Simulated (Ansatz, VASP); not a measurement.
One calculation of Hf, two programs

```xyz
2
Lattice="3.2000 0.0000 0.0000 -1.6000 2.7713 0.0000 0.0000 0.0000 5.0624" Properties=species:S:1:pos:R:3 pbc="T T T"
Hf    0.0000    1.8475    3.7968
Hf    1.6000    0.9238    1.2656
```

Alike in both runs: task single point; functional PBE; k mesh 12 × 12 × 8; occupations gaussian, width 0.05 eV; no spin polarisation.

|  | VASP | Ansatz |
| --- | --- | --- |
| version | VASP 6.6.1 | Ansatz 0.2.0 |
| potentials or method | VASP PAW PBE potentials, release 64 (Hf_pv), cutoff 520 eV | scalar-relativistic, plane waves, PAW |
| valence electrons in the cell | 20 | 52 |

VASP gave:

```
gap on the k mesh at the Fermi level (eV)                     : none
pressure (GPa)                                                : 0.0
traceless stress, the component that is largest in VASP (GPa) : 0.01
```

Q: Estimate Ansatz's values.

A: gap on the k mesh at the Fermi level (eV): none; pressure (GPa): 0.4; traceless stress, the component that is largest in VASP (GPa): 0.08.

A gap of «none» marks a metal or a gap that the smearing closes. VASP's potentials hold 20 valence electrons a cell and Ansatz's 52, so a difference there can come from the potentials and not from the codes.

Spin-orbit coupling is off throughout.
